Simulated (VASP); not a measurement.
# Pb (Fm-3m) in VASP: single point with PBEsol

Aim: the single point of Pb with PBEsol.

All numbers are computed with VASP 6.6.1; they aren't measurements. Logs are shortened: lines on timing, memory, paths and dates and some standing lists are left out, and cuts for length are marked.

## 1. The cell of the first run

Symmetry: Fm-3m, No. 225, cubic system. The conventional cell has a = 3.636 Å, b = 3.636 Å, c = 3.636 Å, α = 90.00°, β = 90.00°, γ = 90.00°. Pb (site symmetry m-3m) has 12 Pb at 2.57 Å within 3.4 Å.

## 2. Single point, PBEsol (12.02 Å³/atom)

The input, POSCAR:

```
Pb
1.0
    0.0000000000      1.8179545557      1.8179545557
    1.8179545557      0.0000000000      1.8179545557
    1.8179545557      1.8179545557      0.0000000000
Pb
1
Direct
    0.0000000000      0.0000000000      0.0000000000
```

The input, INCAR.step1:

```
PREC = Accurate ; ENCUT = 520
EDIFF = 1E-6 ; ISMEAR = -1
SIGMA = 0.1 ; LREAL = False
LASPH = True ; NELM = 60
ALGO = Normal ; ISIF = 2
LWAVE = False ; LCHARG = True
GGA = PS ; NBANDS = 13
```

The input, KPOINTS.step1:

```
regular mesh
0
Gamma
  15 15 15
```

The input, INCAR.step2:

```
PREC = Accurate ; ENCUT = 520
EDIFF = 1E-6 ; ISMEAR = -5
SIGMA = 0.1 ; LREAL = False
LASPH = True ; NELM = 60
ALGO = Normal ; ISIF = 2
LWAVE = False ; LCHARG = False
GGA = PS ; LORBIT = 11
NEDOS = 2001 ; ICHARG = 11
```

The input, KPOINTS.step2:

```
regular mesh
0
Gamma
  23 23 23
```

Potentials or basis: VASP PAW PBE potentials, release 64 (Pb_d).

Launch:

```sh
$ cat potpaw_PBE.64/Pb_d/POTCAR > POTCAR
$ cp INCAR.step1 INCAR
$ cp KPOINTS.step1 KPOINTS
$ mpirun -np 1 vasp_std > vasp.out
$ cp INCAR.step2 INCAR
$ cp KPOINTS.step2 KPOINTS
$ mpirun -np 1 vasp_std > vasp.out
```

OUTCAR:

```text
PREC = Accurate
   ENCUT = 520
   EDIFF = 1E-6
   ISMEAR = -5
   LREAL = False
   LASPH = True
   NELM = 60
   ISIF = 2
   GGA = PS
   LORBIT = 11
   ICHARG = 11

 ion  position               nearest neighbor table
   1  0.000  0.000  0.000-

  LATTYP: Found a face centered cubic cell.
 ALAT       =     3.6359091114

  Lattice vectors:

 A1 = (   0.0000000000,   1.8179545557,   1.8179545557)
 A2 = (   1.8179545557,   0.0000000000,   1.8179545557)
 A3 = (   1.8179545557,   1.8179545557,   0.0000000000)

Analysis of symmetry for initial positions (statically):
=====================================================================
 Subroutine PRICEL returns:
 Original cell was already a primitive cell.

 Routine SETGRP: Setting up the symmetry group for a
 face centered cubic supercell.

 Subroutine GETGRP returns: Found 48 space group operations
 (whereof 48 operations were pure point group operations)
 out of a pool of 48 trial point group operations.

The static configuration has the point symmetry O_h .

Analysis of symmetry for dynamics (positions and initial velocities):
=====================================================================
 Subroutine PRICEL returns:
 Original cell was already a primitive cell.

 Routine SETGRP: Setting up the symmetry group for a
 face centered cubic supercell.

 Subroutine GETGRP returns: Found 48 space group operations
 (whereof 48 operations were pure point group operations)
 out of a pool of 48 trial point group operations.

The dynamic configuration has the point symmetry O_h .

 Subroutine INISYM returns: Found 48 space group operations
 (whereof 48 operations are pure point group operations),
 and found     1 'primitive' translations

----------------------------------------------------------------------------------------

                                     Primitive cell

  volume of cell :      12.0165

  direct lattice vectors                    reciprocal lattice vectors
     0.000000000  1.817954556  1.817954556    -0.275034378  0.275034378  0.275034378
     1.817954556  0.000000000  1.817954556     0.275034378 -0.275034378  0.275034378
     1.817954556  1.817954556  0.000000000     0.275034378  0.275034378 -0.275034378

  length of vectors
     2.570975988  2.570975988  2.570975988     0.476373516  0.476373516  0.476373516

  position of ions in fractional coordinates (direct lattice)
     0.000000000  0.000000000  0.000000000

  ion indices of the primitive-cell ions
   primitive index   ion index
                 1           1

[... 84 lines left out ...]
   NELECT =      14.0000    total number of electrons
   NUPDOWN=      -1.0000    fix difference up-down
   EMIN   =  10.00;   EMAX   =-10.00  energy-range for DOS
   EFERMI =   0.00;   METHOD = LEGACY
   ISMEAR =    -5;   SIGMA  =   0.10  broadening in eV -4-tet -1-fermi 0-gaus
   EFERMI_NEDOS =   21; number of points for ismear=-14 and -15
   IALGO  =     38    algorithm
   IMIX   =      4    mixing-type and parameters
     AMIX     =   0.40;   BMIX     =  1.00
     AMIX_MAG =   1.60;   BMIX_MAG =  1.00
  volume/ion in A,a.u.               =      12.02        81.09
  Fermi-wavevector in a.u.,A,eV,Ry     =   1.722627  3.255292 40.374506  2.967442
  Thomas-Fermi vector in A             =   2.798656
   LORBIT       =     11    0 simple, 1 ext, 2 COOP (PROOUT), +10 PAW based schemes
   GGA     = PS    functional components
   LHFCALC =     F    Hartree Fock is set to
   AEXX    =    0.0000 exact exchange contribution
   IVDW    =     0    specifies the selected vdW correction
   LEPSILON=     F    determine dielectric tensor
   LRPA    =     F    only Hartree local field effects (RPA)
 non-spin polarized calculation
 Fermi weights with tetrahedron method with Bloechl corrections
  energy-cutoff  :      520.00
  volume of cell :       12.02
 maximum number of plane-waves:       334

 number of electron      14.0000001 magnetization

 Free energy of the ion-electron system (eV)
  ---------------------------------------------------
  ext. energy  EPLUGINS =         0.00000000
  ---------------------------------------------------
  free energy    TOTEN  =         5.56953066 eV

  energy without entropy =        5.56953066  energy(sigma->0) =        5.56953066

 E-fermi :  25.3381     XC(G=0): -15.6476

 val. band max:       25.2953164181   @ k =  -0.3913   0.2609   0.0000
 cond. band min:      25.0927305325   @ k =  -0.2609   0.2609   0.0000
 fundamental gap:     -0.2025858856
 Fermi energy:        25.3381430807

 k-point     1 :       0.0000    0.0000    0.0000
  band No.  band energies     occupation
      1       1.3643      2.00000
      2       3.5145      2.00000
      3       3.5145      2.00000
      4       3.5145      2.00000
      5       5.1220      2.00000
      6       5.1220      2.00000
      7      31.1385      0.00000
      8      36.5359      0.00000
      9      36.5359      0.00000
     10      36.5359      0.00000
     11      43.8456      0.00000
[... 309 lines left out ...]
 k-point    24 :      -0.4783    0.0435    0.0000
  band No.  band energies     occupation
      1       1.6486      2.00000
      2       3.5139      2.00000
      3       3.5786      2.00000
      4       6.3060      2.00000
      5       6.4010      2.00000
      6      12.9627      2.00000
      7      16.0502      2.00000
      8      30.8708      0.00000
      9      34.4791      0.00000
     10      34.7975      0.00000
     11      43.9789      0.00000

 [... further k-points ...]

------------------------ aborting loop because EDIFF is reached ----------------------------------------

  FORCE on cell =-STRESS in cart. coord.  units (eV):
  Direction    XX          YY          ZZ          XY          YZ          ZX
  --------------------------------------------------------------------------------------
  -------------------------------------------------------------------------------------
  Total       31.3207319     31.3207319     31.3207319     -0.0000000     -0.0000000      0.0000000
  in kB     4176.0281740   4176.0281740   4176.0281740     -0.0000000     -0.0000000      0.0000000
  external PRESSURE =    4176.0281740 kB  Pullay stress =       0.0000000 kB

 VOLUME and BASIS-vectors are now :
 -----------------------------------------------------------------------------
  energy-cutoff  :      520.00
  volume of cell :       12.02
      direct lattice vectors                 reciprocal lattice vectors
     0.000000000  1.817954556  1.817954556    -0.275034378  0.275034378  0.275034378
     1.817954556  0.000000000  1.817954556     0.275034378 -0.275034378  0.275034378
     1.817954556  1.817954556  0.000000000     0.275034378  0.275034378 -0.275034378

 POSITION                                       TOTAL-FORCE (eV/Angst)
 -----------------------------------------------------------------------------------
      0.00000      0.00000      0.00000         0.000000      0.000000      0.000000
 -----------------------------------------------------------------------------------
    total drift:                                0.000000     -0.000000     -0.000000

  FREE ENERGIE OF THE ION-ELECTRON SYSTEM (eV)
  ---------------------------------------------------
  free  energy   TOTEN  =         5.5695306568 eV

  energy  without entropy=        5.5695306568  energy(sigma->0) =        5.56953066

 total charge

# of ion       s       p       d       tot
------------------------------------------
    1        1.531   1.768  10.169  13.467
```

OUTCAR.step1:

```text
PREC = Accurate
   ENCUT = 520
   EDIFF = 1E-6
   ISMEAR = -1
   LREAL = False
[... 599 lines left out ...]

 POSITION                                       TOTAL-FORCE (eV/Angst)
 -----------------------------------------------------------------------------------
      0.00000      0.00000      0.00000         0.000000     -0.000000      0.000000
 -----------------------------------------------------------------------------------
    total drift:                                0.000000      0.000000      0.000000

  FREE ENERGIE OF THE ION-ELECTRON SYSTEM (eV)
  ---------------------------------------------------
  free  energy   TOTEN  =         5.5607135933 eV

  energy  without entropy=        5.5705774692  energy(sigma->0) =        5.56564553
```

OSZICAR.step1:

```text
N       E                     dE             d eps       ncg     rms          rms(c)
DAV:   1     0.107285793373E+03    0.10729E+03   -0.70900E+03  3356   0.167E+03
DAV:   2     0.876139857129E+01   -0.98524E+02   -0.93908E+02  3430   0.341E+02
DAV:   3     0.524541502177E+01   -0.35160E+01   -0.34924E+01  3781   0.692E+01
DAV:   4     0.519850071758E+01   -0.46914E-01   -0.46899E-01  3719   0.727E+00
DAV:   5     0.519733812077E+01   -0.11626E-02   -0.11626E-02  4048   0.113E+00    0.323E+00
DAV:   6     0.543252519772E+01    0.23519E+00   -0.55471E-02  4805   0.629E+00    0.172E+00
DAV:   7     0.555664504751E+01    0.12412E+00   -0.55399E-02  4791   0.524E+00    0.150E-01
DAV:   8     0.556071760822E+01    0.40726E-02   -0.31033E-03  4007   0.103E+00    0.291E-02
DAV:   9     0.556067026358E+01   -0.47345E-04   -0.69550E-05  3970   0.990E-02    0.201E-02
DAV:  10     0.556071344297E+01    0.43179E-04   -0.11028E-05  3897   0.556E-02    0.858E-04
DAV:  11     0.556071359335E+01    0.15038E-06   -0.17620E-07  2438   0.617E-03
   1 F= 0.55607136E+01 E0= 0.55656455E+01  d E =-.986388E-02
```

Wall time 68 s (1 thread of Intel Xeon 8259CL, shared host); peak memory 0.17 GiB.

Results:

```yaml
Valence_electrons_inside_the_program's_atomic_spheres: Pb 13.47
```

Caveat: the PAW data sets were made with another functional, which shifts forces and pressure a little; spin-orbit coupling is left out, which moves the levels of the heavy elements; tetrahedron occupations give inexact forces and stress in metals.
